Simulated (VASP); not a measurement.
C:

```
C
1.0
     0.03560    1.78012    1.78012
     1.78012    0.03560    1.78012
     1.81573    1.81573    0.00000
C
2
Direct
  0.00032 0.00032 0.99968
  0.24968 0.24968 0.25032
```

This cell differs from its parent crystal: shear xy strain +4.0%.

Base run:

- Program: VASP 6.6.1
- Functional: PBE
- Potentials or basis: VASP PAW PBE potentials, release 64 (C)
- Cutoff: 520 eV
- k mesh: 12 × 12 × 12
- Occupations: fermi-dirac, width 0.02 eV
- Spin: no spin polarisation

Its results: band gap on the k mesh 3.89 eV, indirect (least direct gap 4.98 eV); pressure 5.7 GPa; largest force 0.054 eV/Å.

Task: The run is repeated on the same cell with these changes: functional from PBE to r2SCAN; occupations from fermi-dirac, width 0.02 eV to gaussian, width 0.01 eV. What comes out?

Result: Band gap on the k mesh 4.09 eV, indirect (least direct gap 5.22 eV); pressure 2.0 GPa; largest force 0.014 eV/Å.

Caveats: the PAW data sets were made with another functional, which shifts forces and pressure a little (some runs).

A k mesh can miss the band edges.
